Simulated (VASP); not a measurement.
A run of VASP 6.6.1:

The input POSCAR:

```
Nb
1.0
   -1.6095499726      1.6095499726      1.6095499726
    1.6095499726     -1.6095499726      1.6095499726
    1.6095499726      1.6095499726     -1.6095499726
Nb
1
Direct
    0.0000000000      0.0000000000      0.0000000000
```

File INCAR.step1:

```
SYSTEM = Nb
ALGO = Normal ; EDIFF = 1E-4
ENCUT = 520 ; GGA = PE
ISMEAR = -1 ; LASPH = .True.
LCHARG = .False. ; LREAL = .False.
LWAVE = .True. ; NBANDS = 12
NELM = 60 ; PREC = Accurate
SIGMA = 0.1
```

File INCAR.step2:

```
SYSTEM = Nb
ALGO = Normal ; EDIFF = 1E-6
ENCUT = 520 ; ISIF = 2
ISMEAR = -1 ; ISTART = 1
LASPH = .True. ; LCHARG = .True.
LELF = .True. ; LMIXTAU = .True.
LREAL = .False. ; LVHAR = .True.
LWAVE = .False. ; METAGGA = R2SCAN
NBANDS = 12 ; NELM = 60
PREC = Accurate ; SIGMA = 0.1
```

KPOINTS

```
k-points
0
Gamma
  14 14 14
  0 0 0
```

Potentials or basis: VASP PAW PBE potentials, release 64 (Nb_sv).

Command:

```console
$ cat potpaw_PBE.64/Nb_sv/POTCAR > POTCAR
$ cp INCAR.step1 INCAR
$ mpirun -np 1 vasp_std > vasp.out
$ cp INCAR.step2 INCAR
$ mpirun -np 1 vasp_std > vasp.out
```

Hardware: 1 thread of Intel(R) Xeon(R) Platinum 8259CL CPU @ 2.50GHz (Skylake/Cascade Lake), with other jobs on the host.

Task: How long does it take, and how much memory?

Result: Wall time 46 s on 1 thread of Intel(R) Xeon(R) Platinum 8259CL CPU @ 2.50GHz (Skylake/Cascade Lake), on a shared host, peak memory 0.16 GiB. Counts: k points 104.
